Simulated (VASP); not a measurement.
# ZnNi (Pm-3m) in VASP: relaxation of cell and atoms with LDA

Aim: the relaxation of cell and atoms of ZnNi with LDA.

Program: VASP 6.6.1. These are calculated values, not measurements. Logs are shortened: lines on timing, memory, paths and dates and some standing lists are left out, and cuts for length are marked.

### Step 1. The cell of the first run

Symmetry: Pm-3m, No. 221, cubic system. The conventional cell has a = 2.908 Å, b = 2.908 Å, c = 2.908 Å, α = 90.00°, β = 90.00°, γ = 90.00°. Within 3.3 Å of Zn (site symmetry m-3m) lie 8 Ni at 2.52 Å and 6 Zn at 2.91 Å. Within 3.3 Å of Ni (site symmetry m-3m) lie 8 Zn at 2.52 Å and 6 Ni at 2.91 Å.

### Step 2. Relaxation of cell and atoms, LDA, collinear spin, ferromagnetic start

File INCAR:

```
PREC     = Accurate       # precision mode
ENCUT    = 590            # plane-wave cutoff, eV
EDIFF    = 1E-7           # SCF threshold, eV
ISMEAR   = -1             # smearing method
SIGMA    = 0.1            # smearing width, eV
LREAL    = False          # projectors in reciprocal space
LASPH    = True           # aspherical terms in the spheres
NELM     = 200            # most SCF steps
ALGO     = Normal         # electronic algorithm
ISIF     = 3              # what is computed and relaxed
LWAVE    = False          # write WAVECAR
LCHARG   = False          # write CHGCAR
ISPIN    = 2              # spin polarisation
MAGMOM   = 0 1.5          # initial moments
LORBIT   = 11             # projections on sites
LMAXMIX  = 4              # l up to which the mixer works
GGA      = CA             # functional
IBRION   = 2              # ionic algorithm
NSW      = 80             # ionic steps
EDIFFG   = -0.02          # ionic threshold
GGA_COMPAT= False        
NELMIN   = 4
```

File KPOINTS:

```
Automatic mesh
0
Gamma
  6 6 6
```

File POSCAR:

```
ZnNi
1.0
    2.9083000000      0.0000000000      0.0000000000
    0.0000000000      2.9083000000      0.0000000000
    0.0000000000      0.0000000000      2.9083000000
Zn Ni
1 1
Direct
    0.5000000000      0.5000000000      0.5000000000
    0.0000000000      0.0000000000      0.0000000000
```

Potentials or basis: VASP PAW LDA potentials, release 64 (Zn, Ni_sv_GW).

Started as:

```sh
cat potpaw_LDA.64/Zn/POTCAR potpaw_LDA.64/Ni_sv_GW/POTCAR > POTCAR
mpirun -np 1 vasp_std > vasp.out
```

OUTCAR:

```text
PREC = Accurate
   ENCUT = 590
   EDIFF = 1E-7
   ISMEAR = -1
   LREAL = False
   LASPH = True
   NELM = 200
   ISIF = 3
   ISPIN = 2
   LORBIT = 11
   GGA = CA
   IBRION = 2
   NSW = 80
   EDIFFG = -0.02
   NELMIN = 4

 ion  position               nearest neighbor table
   1  0.500  0.500  0.500-   2 2.52   2 2.52   2 2.52   2 2.52   2 2.52   2 2.52   2 2.52   2 2.52

   2  0.000  0.000  0.000-   1 2.52   1 2.52   1 2.52   1 2.52   1 2.52   1 2.52   1 2.52   1 2.52

  LATTYP: Found a simple cubic cell.
 ALAT       =     2.9083000000

  Lattice vectors:

 A1 = (   2.9083000000,   0.0000000000,   0.0000000000)
 A2 = (   0.0000000000,   2.9083000000,   0.0000000000)
 A3 = (   0.0000000000,   0.0000000000,   2.9083000000)

Analysis of symmetry for initial positions (statically):
=====================================================================
 Subroutine PRICEL returns:
 Original cell was already a primitive cell.

 Routine SETGRP: Setting up the symmetry group for a
 simple cubic supercell.

 Subroutine GETGRP returns: Found 48 space group operations
 (whereof 48 operations were pure point group operations)
 out of a pool of 48 trial point group operations.

The static configuration has the point symmetry O_h .

Analysis of symmetry for dynamics (positions and initial velocities):
=====================================================================
 Subroutine PRICEL returns:
 Original cell was already a primitive cell.

 Routine SETGRP: Setting up the symmetry group for a
 simple cubic supercell.

 Subroutine GETGRP returns: Found 48 space group operations
 (whereof 48 operations were pure point group operations)
 out of a pool of 48 trial point group operations.

The dynamic configuration has the point symmetry O_h .

Analysis of structural, dynamic, and magnetic symmetry:
=====================================================================
 Subroutine PRICEL returns:
 Original cell was already a primitive cell.

 Routine SETGRP: Setting up the symmetry group for a
 simple cubic supercell.

 Subroutine GETGRP returns: Found 48 space group operations
 (whereof 48 operations were pure point group operations)
 out of a pool of 48 trial point group operations.

The overall configuration has the point symmetry O_h .

 Subroutine INISYM returns: Found 48 space group operations
 (whereof 48 operations are pure point group operations),
 and found     1 'primitive' translations

----------------------------------------------------------------------------------------

                                     Primitive cell

  volume of cell :      24.5990

  direct lattice vectors                    reciprocal lattice vectors
     2.908300000  0.000000000  0.000000000     0.343843482  0.000000000  0.000000000
     0.000000000  2.908300000  0.000000000     0.000000000  0.343843482  0.000000000
     0.000000000  0.000000000  2.908300000     0.000000000  0.000000000  0.343843482

  length of vectors
     2.908300000  2.908300000  2.908300000     0.343843482  0.343843482  0.343843482

  position of ions in fractional coordinates (direct lattice)
     0.500000000  0.500000000  0.500000000
     0.000000000  0.000000000  0.000000000

  ion indices of the primitive-cell ions
   primitive index   ion index
                 1           1
                 2           2

----------------------------------------------------------------------------------------

 KPOINTS: Automatic mesh

Automatic generation of k-mesh.
 Grid dimensions read from file:
 generate k-points for:    6    6    6

 Generating k-lattice:

  Cartesian coordinates                     Fractional coordinates (reciprocal lattice)
     0.057307247  0.000000000  0.000000000     0.166666667  0.000000000  0.000000000
     0.000000000  0.057307247  0.000000000     0.000000000  0.166666667  0.000000000
     0.000000000  0.000000000  0.057307247     0.000000000  0.000000000  0.166666667

  Length of vectors
     0.057307247  0.057307247  0.057307247

  Shift w.r.t. Gamma in fractional coordinates (k-lattice)
     0.000000000  0.000000000  0.000000000

 Subroutine IBZKPT returns following result:
 ===========================================

 Found     20 irreducible k-points:

 Following reciprocal coordinates:
            Coordinates               Weight
  0.000000  0.000000  0.000000      1.000000
  0.166667  0.000000  0.000000      6.000000
  0.333333  0.000000  0.000000      6.000000
  0.500000  0.000000  0.000000      3.000000
  0.166667  0.166667  0.000000     12.000000
  0.333333  0.166667  0.000000     24.000000
[... 12 lines left out ...]
  0.500000  0.500000  0.333333      6.000000
  0.500000  0.500000  0.500000      1.000000
   k-points           NKPTS =     20   k-points in BZ     NKDIM =     20   number of bands    NBANDS=     20
   number of dos      NEDOS =    301   number of ions     NIONS =      2
   total plane-waves  NPLWV =  13824
   dimension x,y,z NGX =    24 NGY =   24 NGZ =   24
   dimension x,y,z NGXF=    48 NGYF=   48 NGZF=   48
   ions per type =               1   1
   NGX,Y,Z   is equivalent  to a cutoff of  13.72, 13.72, 13.72 a.u.
   NGXF,Y,Z  is equivalent  to a cutoff of  27.44, 27.44, 27.44 a.u.
 SYSTEM =  unknown system
   PREC   = accura    normal or accurate (medium, high low for compatibility)
   ISTART =      0    job   : 0-new  1-cont  2-samecut
   ICHARG =      2    charge: 1-file 2-atom 10-const
   ISPIN  =      2    spin polarized calculation?
   LNONCOLLINEAR =      F non collinear calculations
   LSORBIT =      F    spin-orbit coupling
   LASPH  =      T    aspherical Exc in radial PAW
   ENCUT  =  590.0 eV  43.36 Ry    6.59 a.u.   5.76  5.76  5.76*2*pi/ulx,y,z
   NELM   =    200;   NELMIN=  4; NELMDL= -5     # of ELM steps
   EDIFF  = 0.1E-06   stopping-criterion for ELM
   LREAL  =      F    real-space projection
   EDIFFG = -.2E-01   stopping-criterion for IOM
   NSW    =     80    number of steps for IOM
   IBRION =      2    ionic relax: 0-MD 1-quasi-New 2-CG
   NFREE  =      1    steps in history (QN), initial steepest desc. (CG)
   ISIF   =      3    stress and relaxation
   ISYM   =      2    0-nonsym 1-usesym 2-fastsym
   POTIM  = 0.5000    time-step for ionic-motion
   TEBEG  =    0.0;   TEEND  =   0.0 temperature during run
   PSTRESS=    0.0 pullay stress
   NELECT =      30.0000    total number of electrons
   NUPDOWN=      -1.0000    fix difference up-down
   EMIN   =  10.00;   EMAX   =-10.00  energy-range for DOS
   EFERMI =   0.00;   METHOD = LEGACY
   ISMEAR =    -1;   SIGMA  =   0.10  broadening in eV -4-tet -1-fermi 0-gaus
   EFERMI_NEDOS =   21; number of points for ismear=-14 and -15
   IALGO  =     38    algorithm
   IMIX   =      4    mixing-type and parameters
     AMIX     =   0.40;   BMIX     =  1.00
     AMIX_MAG =   1.60;   BMIX_MAG =  1.00
  volume/ion in A,a.u.               =      12.30        83.00
  Fermi-wavevector in a.u.,A,eV,Ry     =   1.749079  3.305280 41.623986  3.059277
  Thomas-Fermi vector in A             =   2.820062
   LORBIT       =     11    0 simple, 1 ext, 2 COOP (PROOUT), +10 PAW based schemes
   GGA     = CA    functional components
   LHFCALC =     F    Hartree Fock is set to
   AEXX    =    0.0000 exact exchange contribution
   IVDW    =     0    specifies the selected vdW correction
   LEPSILON=     F    determine dielectric tensor
   LRPA    =     F    only Hartree local field effects (RPA)
 conjugate gradient relaxation of ions
 spin polarized calculation
  energy-cutoff  :      590.00
  volume of cell :       24.60
 maximum number of plane-waves:       840
 NGX is ok and might be reduce to    24
   NGX = 11   NGY = 11   NGZ = 11

--------------------------------------- Ionic step        1  -------------------------------------------

 number of electron      30.0000030 magnetization      -0.0000262

 number of electron      30.0000030 magnetization       0.0001900

 Free energy of the ion-electron system (eV)
  ---------------------------------------------------
  ext. energy  EPLUGINS =         0.00000000
  ---------------------------------------------------
  free energy    TOTEN  =        -9.78322254 eV

  energy without entropy =       -9.73808847  energy(sigma->0) =       -9.76065550

------------------------ aborting loop because EDIFF is reached ----------------------------------------

  FORCE on cell =-STRESS in cart. coord.  units (eV):
  Direction    XX          YY          ZZ          XY          YZ          ZX
  --------------------------------------------------------------------------------------
  -------------------------------------------------------------------------------------
  Total       -2.5552183     -2.5552183     -2.5552183      0.0000000      0.0000000     -0.0000000
  in kB     -166.4259247   -166.4259247   -166.4259247      0.0000000      0.0000000     -0.0000000
  external PRESSURE =    -166.4259247 kB  Pullay stress =       0.0000000 kB

 VOLUME and BASIS-vectors are now :
 -----------------------------------------------------------------------------
  energy-cutoff  :      590.00
  volume of cell :       24.60
      direct lattice vectors                 reciprocal lattice vectors
     2.908300000  0.000000000  0.000000000     0.343843482  0.000000000  0.000000000
     0.000000000  2.908300000  0.000000000     0.000000000  0.343843482  0.000000000
     0.000000000  0.000000000  2.908300000     0.000000000  0.000000000  0.343843482
[... 84 lines left out ...]
  FREE ENERGIE OF THE ION-ELECTRON SYSTEM (eV)
  ---------------------------------------------------
  free  energy   TOTEN  =        -9.9251697924 eV

  energy  without entropy=       -9.8833446161  energy(sigma->0) =       -9.90425720

--------------------------------------- Ionic step        4  -------------------------------------------

 number of electron      29.9999980 magnetization      -0.0000010

 number of electron      29.9999980 magnetization       0.0000001

 Free energy of the ion-electron system (eV)
  ---------------------------------------------------
  ext. energy  EPLUGINS =         0.00000000
  ---------------------------------------------------
  free energy    TOTEN  =        -9.92519290 eV

  energy without entropy =       -9.88343536  energy(sigma->0) =       -9.90431413

 E-fermi :   5.9532     XC(G=0): -13.9363

 val. band max:        5.8655259599   @ k =   0.5000   0.1667   0.0000
 cond. band min:       5.9655940732   @ k =   0.5000   0.1667   0.1667
 fundamental gap:      0.1000681133
 Fermi energy:         5.9531539422

 spin component 1

 k-point     1 :       0.0000    0.0000    0.0000
  band No.  band energies     occupation
      1     -95.9398      1.00000
      2     -56.9526      1.00000
      3     -56.9526      1.00000
      4     -56.9526      1.00000
      5      -4.7670      1.00000
      6      -1.9771      1.00000
[... 12 lines left out ...]
     19      19.4177      0.00000
     20      19.4177      0.00000
[... 415 lines left out ...]
 k-point    20 :       0.5000    0.5000    0.5000
  band No.  band energies     occupation
      1     -95.9341      1.00000
      2     -56.9800      1.00000
      3     -56.9800      1.00000
      4     -56.9800      1.00000
      5      -1.7833      1.00000
      6      -1.7833      1.00000
[... 12 lines left out ...]
     19      12.3504      0.00000
     20      12.3504      0.00000
 Fermi energy:         5.9531539422

 spin component 2

 k-point     1 :       0.0000    0.0000    0.0000
  band No.  band energies     occupation
      1     -95.9398      1.00000
      2     -56.9526      1.00000
      3     -56.9526      1.00000
      4     -56.9526      1.00000
      5      -4.7670      1.00000
      6      -1.9771      1.00000
[... 12 lines left out ...]
     19      19.4177      0.00000
     20      19.4177      0.00000
[... 457 lines left out ...]
 POSITION                                       TOTAL-FORCE (eV/Angst)
 -----------------------------------------------------------------------------------
      1.40329      1.40329      1.40329         0.000000      0.000000      0.000000
      0.00000      0.00000      0.00000        -0.000000     -0.000000      0.000000
 -----------------------------------------------------------------------------------
    total drift:                                0.000000      0.000000     -0.000000

  FREE ENERGIE OF THE ION-ELECTRON SYSTEM (eV)
  ---------------------------------------------------
  free  energy   TOTEN  =        -9.9251929022 eV

  energy  without entropy=       -9.8834353586  energy(sigma->0) =       -9.90431413

 reached required accuracy - stopping structural energy minimisation

 total charge

# of ion       s       p       d       f       tot
--------------------------------------------------
    1        0.640   0.635   9.768   0.000  11.042
    2        2.214   6.282   7.939   0.003  16.437
--------------------------------------------------
tot          2.854   6.916  17.707   0.003  27.480

 magnetization (x)

# of ion       s       p       d       f       tot
--------------------------------------------------
    1        0.000  -0.000   0.000   0.000   0.000
    2        0.000   0.000   0.000   0.000   0.000
--------------------------------------------------
tot          0.000   0.000   0.000   0.000   0.000
```

It took 47 s on 1 thread of AMD EPYC 9R45 (Zen 5), shared host; peak memory 0.14 GiB.

What came out:

```yaml
Free_energy: -9.9252 eV
Relaxed_volume: 11.05 Å³/atom
Relaxed_cell: a = 2.807 Å, b = 2.807 Å, c = 2.807 Å, α = 90.00°, β = 90.00°, γ = 90.00°
Space_group_after_relaxing_to_0.1_Å: Pm-3m (No. 221)
Energy_gained_by_relaxing: 71.0 meV/atom
Ionic_steps: 4
Pressure_after_relaxing: 0.1 GPa
Band_gap_on_the_k_mesh: zero (filled and empty bands overlap)
Net_moment: 0.00 μB per cell
Valence_electrons_inside_the_program's_atomic_spheres: Zn 11.04; Ni 16.44
```

Step by step:
```csv
step,energy change (eV),largest force (eV/Å),pressure (GPa),volume (Å³)
1,0.0000,0.0000,-16.64,24.60
2,-0.0338,0.0000,20.86,20.33
3,-0.1419,0.0000,-0.30,22.15
4,-0.1420,0.0000,0.13,22.11
```

Final structure:
```cif
data_structure
_symmetry_space_group_name_H-M 'P 1'
_symmetry_Int_Tables_number 1
_cell_length_a 2.8066
_cell_length_b 2.8066
_cell_length_c 2.8066
_cell_angle_alpha 90.000
_cell_angle_beta 90.000
_cell_angle_gamma 90.000
_cell_volume 22.11
loop_
_atom_site_label
_atom_site_type_symbol
_atom_site_fract_x
_atom_site_fract_y
_atom_site_fract_z
_atom_site_occupancy
Zn1 Zn 0.50000 0.50000 0.50000 1
Ni1 Ni 0.00000 0.00000 0.00000 1
```

Caveat: the k points lie up to 0.37 Å⁻¹ apart in the final cell, too coarse for converged energies and pressures of a metal. Zero-point motion and thermal expansion aren't in these numbers.
